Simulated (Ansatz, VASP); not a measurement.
# One calculation of MnO, two programs

INCAR

```
SYSTEM = MnO
PREC = Accurate
ENCUT = 1340
EDIFF = 1E-6
ISMEAR = 0
SIGMA = 0.05
LREAL = .False.
LASPH = .True.
NELM = 200
ALGO = Normal
ISIF = 2
LWAVE = .False.
LCHARG = .False.
ISPIN = 2
MAGMOM = 0.5 0
LORBIT = 11
LMAXMIX = 4
LDAU = .True.
LDAUTYPE = 2
LDAUL = 2 -1
LDAUU = 3.9 0
LDAUJ = 0 0
LDAUPRINT = 1
GGA = PE
NBANDS = 22
GGA_COMPAT = .False.
```

Contents of KPOINTS:

```
regular mesh
0
Gamma
  5 5 5
  0 0 0
```

The input POSCAR:

```
MnO
1.0
    0.0000000000      2.2220003343      2.2220003343
    2.2220003343      0.0000000000      2.2220003343
    2.2220003343      2.2220003343      0.0000000000
Mn O
1 1
Direct
    0.0000000000      0.0000000000      0.0000000000
    0.5000000000      0.5000000000      0.5000000000
```

Input for Ansatz:

```yaml
crystal:
  lattice:
    - [0.0, 2.2220003343, 2.2220003343]
    - [2.2220003343, 0.0, 2.2220003343]
    - [2.2220003343, 2.2220003343, 0.0]
  atoms:
    - { symbol: Mn, position: [0.0, 0.0, 0.0], spin: 0.5 }
    - { symbol: O, position: [0.5, 0.5, 0.5] }
basis:
  ecutwfc: 420
  ecutrho_ratio: 4
kpoints:
  mp_grid: { grid: [5, 5, 5] }
hamiltonian:
  xc: pbe
  hubbard: { sites: [{ species: Mn, l: d, u_eff: 3.9 }] }
scf:
  occupations: { method: gaussian, width: 0.05 }
output:
  forces: true
  stress: true
  eigenvalues: true
  populations: true
  hubbard: { sites: [{ species: Mn, l: d }] }
magnetization:
  spin_polarized: true
```

Alike in both runs: task single point; functional PBE; k mesh 5 × 5 × 5; occupations gaussian, width 0.05 eV; collinear spin; Hubbard terms Mn d U = 3.9 eV.

```csv
,VASP,Ansatz
version,VASP 6.6.1,Ansatz 0.2.0
potentials or method,"VASP PAW PBE potentials, release 64 (Mn_sv, O_h), cutoff 1340 eV","scalar-relativistic, plane waves, PAW"
valence electrons in the cell,21,21
```

```tsv
	VASP	Ansatz	Ansatz less VASP
gap on the k mesh at the Fermi level (eV)	0.35	0.32	-0.035
least direct gap on the mesh (eV)	2.73	2.59	-0.138
pressure (GPa)	6.9	9.5	+2.67
net moment per atom (μB)	2.50	2.50	+0.001
size of the moment on the site where the two differ most (μB)	4.50	4.28	-0.223
```

Site moments also hang on the region over which each program counts them. The programs project onto different local orbitals, so the same U acts differently, and such runs can settle in different states.

The k mesh is coarse, so the values compare programs but aren't converged.
